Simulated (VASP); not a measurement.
Input of a VASP 6.6.1 run:

The input INCAR:

```
SYSTEM = ZnSe
PREC = Accurate
ENCUT = 520
EDIFF = 1E-7
ISMEAR = 0
SIGMA = 0.01
LREAL = .FALSE.
LASPH = .TRUE.
NELM = 80
ALGO = Normal
ISIF = 2
LWAVE = .FALSE.
LCHARG = .FALSE.
GGA = PS
NBANDS = 16
```

Contents of KPOINTS:

```
Automatic mesh
0
G
  8 8 8
  0 0 0
```

POSCAR

```
ZnSe
1.0
    0.0000000000      2.6705529421      2.6705529421
    2.6705529421      0.0000000000      2.6705529421
    2.6705529421      2.6705529421      0.0000000000
Zn Se
1 1
Direct
    0.0000000000      0.0000000000      0.0000000000
    0.7500000000      0.7500000000      0.7500000000
```

Potentials or basis: VASP PAW PBE potentials, release 64 (Zn, Se).

Launch:

```bash
$ cat potpaw_PBE.64/Zn/POTCAR potpaw_PBE.64/Se/POTCAR > POTCAR
$ mpirun -np 1 vasp_std > vasp.out
```

Q: Predict the pressure.

A: 15.5 GPa.

Q: Predict the band gap on the k mesh.

A: 1.93 eV, direct.

Caveat: the PAW data sets were made with another functional, which shifts forces and pressure a little. A k mesh can miss the band edges.
